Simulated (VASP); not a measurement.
Set up this calculation in VASP 6.6.1, as the native input.

* Task: single point
* Functional: PBE
* Potentials or basis: VASP PAW PBE potentials, release 64 (Ga_d, O)
* Cutoff: 520 eV
* k mesh: 6 × 6 × 6
* Occupations: gaussian, width 0.1 eV
* Spin: collinear spin, ferromagnetic start
* Starting moments: [0.0, 1.0, 1.0, 1.0] μB
* Dipole correction: no
* Further INCAR settings: ALGO = Normal; EDIFF = 1e-07; NBANDS = 28

The structure of GaO3 lies in POSCAR:

```
GaO3
1.0
    3.4463687600      0.0000000000      0.0000000000
    0.0000000000      3.4463687600      0.0000000000
    0.0000000000      0.0000000000      3.4463687600
Ga O
1 3
Direct
    0.0000000000      0.0000000000      0.0000000000
    0.0000000000      0.5000000000      0.5000000000
    0.5000000000      0.0000000000      0.5000000000
    0.5000000000      0.5000000000      0.0000000000
```

The cell was built from a structure type or drawn by symmetry, and may not be a known phase.

One way to write it, as run:

INCAR

```
SYSTEM = GaO3
  ALGO = Normal
  EDIFF = 1E-7
  ENCUT = 520
  GGA = PE
  ISIF = 2
  ISMEAR = 0
  ISPIN = 2
  LASPH = .True.
  LCHARG = .True.
  LELF = .True.
  LORBIT = 11
  LREAL = .False.
  LVHAR = .True.
  LWAVE = .False.
  MAGMOM = 0 1 1 1
  NBANDS = 28
  NELM = 150
  PREC = Accurate
  SIGMA = 0.1
```

KPOINTS

```
k-points
0
Gamma
  6 6 6
  0 0 0
```

Potentials or basis: VASP PAW PBE potentials, release 64 (Ga_d, O).

Launch:

```sh
$ cat potpaw_PBE.64/Ga_d/POTCAR potpaw_PBE.64/O/POTCAR > POTCAR
$ mpirun -np 1 vasp_std > vasp.out
```

Results of the run:

| Quantity | Value |
| --- | --- |
| Pressure | -10.3 GPa |
| Net moment | 3.08 μB per cell |
| Site moments | Ga -0.12; O +0.94 μB |
| Valence electrons inside the program's atomic spheres | Ga 11.06; O 4.74 |

Caveat: the cell stands under tension.

Wall time 22 s on 1 thread of Intel(R) Xeon(R) 6975P-C (Granite Rapids), on a shared host, peak memory 0.18 GiB.
